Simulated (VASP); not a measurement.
# TiO2: electric field gradients with PBE

Crystal: TiO2.

```
CELL_PARAMETERS angstrom
4.81270 0.00000 0.00000
0.00000 4.87188 0.00000
-0.86289 0.00000 4.96659
ATOMIC_POSITIONS crystal
Ti 0.27744 0.44719 0.71315
Ti 0.72256 0.94719 0.78685
Ti 0.72256 0.55281 0.28685
Ti 0.27744 0.05281 0.21315
O 0.44536 0.74237 0.96677
O 0.55464 0.24237 0.53323
O 0.55464 0.25763 0.03323
O 0.44536 0.75763 0.46677
O 0.06384 0.32303 0.35156
O 0.93616 0.82303 0.14844
O 0.93616 0.67697 0.64844
O 0.06384 0.17697 0.85156
```

| Quantity | Value |
| --- | --- |
| Program | VASP 6.6.1 |
| Task | electric field gradients |
| Functional | PBE |
| Potentials or basis | VASP PAW PBE potentials, release 64 (Ti_sv, O) |
| Cutoff | 520 eV |
| k mesh | 4 × 4 × 4 |
| Occupations | fermi-dirac, width 0.02 eV |
| Spin | no spin polarisation |
| Dipole correction | no |
| Further INCAR settings | ALGO = Normal; EDIFF = 1e-08; NBANDS = 60 |

The pressure is 4.9 GPa. The largest force is 0.100 eV/Å. The band gap on the k mesh is 2.28 eV (least direct gap 2.35 eV) and the largest electric field gradient by atom is Ti +23.1; O -13.2, -22.6 (each value once) V/Å².

Forces in eV/Å, atoms in the order of the input:
```
Ti   0.027 -0.053  0.080
Ti  -0.027 -0.053 -0.080
Ti  -0.027  0.053 -0.080
Ti   0.027  0.053  0.080
O   -0.057 -0.012  0.002
O    0.057 -0.012 -0.002
O    0.057  0.012 -0.002
O   -0.057  0.012  0.002
O   -0.024 -0.018 -0.073
O    0.024 -0.018  0.073
O    0.024  0.018  0.073
O   -0.024  0.018 -0.073
```

Stress tensor (GPa, compression positive):
```
4.83 0.00 0.03
0.00 4.91 0.00
0.03 0.00 5.00
```

Levels at points of the mesh, in eV from the valence-band top:
```csv
k point,band 45,band 46,band 47,band 48,band 49,band 50,band 51,band 52
"(0.00, 0.00, 0.00)",-0.66,-0.56,-0.01,0.00,2.43,2.53,2.90,3.00
"(0.50, 0.00, 0.00)",-0.84,-0.73,-0.51,-0.07,2.28,2.84,2.85,2.99
"(0.00, 0.50, 0.00)",-0.93,-0.93,-0.37,-0.37,2.82,2.82,3.15,3.15
"(0.50, 0.50, 0.00)",-0.96,-0.96,-0.74,-0.74,2.68,2.68,2.94,2.94
"(0.00, 0.00, 0.50)",-1.07,-1.07,-0.41,-0.41,2.63,2.63,2.84,2.84
"(0.50, 0.00, 0.50)",-1.08,-1.08,-0.63,-0.63,2.35,2.35,3.25,3.25
"(0.00, 0.50, 0.50)",-1.11,-1.11,-0.84,-0.84,2.66,2.66,2.78,2.78
"(0.50, 0.50, 0.50)",-1.17,-1.17,-0.92,-0.92,2.54,2.54,2.88,2.88
```

Electric field gradients, principal values (V/Å²):
```csv
atom,least,middle,greatest (by size)
1 Ti,-7.443,-15.668,23.111
2 Ti,-7.443,-15.668,23.111
3 Ti,-7.443,-15.668,23.111
4 Ti,-7.443,-15.668,23.111
5 O,2.981,10.199,-13.180
6 O,2.981,10.199,-13.180
7 O,2.981,10.199,-13.180
8 O,2.981,10.199,-13.180
9 O,0.505,22.066,-22.571
10 O,0.505,22.066,-22.571
11 O,0.505,22.066,-22.571
12 O,0.505,22.066,-22.571
```

Run time: 6 min on 1 thread of Intel(R) Xeon(R) Platinum 8259CL CPU @ 2.50GHz (Skylake/Cascade Lake) (shared host), peak memory 0.31 GiB.

Caveat: the cell stands under pressure; without QUAD_EFG the Cq values of the log hold for a quadrupole moment of 1 mb, not for the nuclei. A k mesh can miss the band edges.
